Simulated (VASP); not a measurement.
Crystal: KCl.

```
K Cl
1.0
     5.34380    0.00000    0.00000
    -2.67190    4.62787    0.00000
     0.00000    0.00000    6.23917
K Cl
2 2
Direct
  0.33333 0.66667 0.93750
  0.66667 0.33333 0.43750
  0.33333 0.66667 0.43750
  0.66667 0.33333 0.93750
```

Base run:

- Program: VASP 6.6.1
- Functional: PBE
- Potentials or basis: VASP PAW PBE potentials, release 64 (K_sv, Cl)
- Cutoff: 520 eV
- k mesh: 6 × 6 × 4
- Occupations: gaussian, width 0.01 eV
- Spin: no spin polarisation

Its results: band gap on the k mesh 4.77 eV; pressure 0.5 GPa.

**Question.** The run is repeated on the same cell with these changes: functional from PBE to r2SCAN; further incar settings from ALGO = Normal; EDIFF = 1e-07; NBANDS = 24 to ALGO = Normal; EDIFF = 1e-06; NBANDS = 24. What comes out?

**Answer.** Band gap on the k mesh 5.36 eV; pressure 0.0 GPa.

Caveats: the PAW data sets were made with another functional, which shifts forces and pressure a little (at least some runs).

A k mesh can miss the band edges.
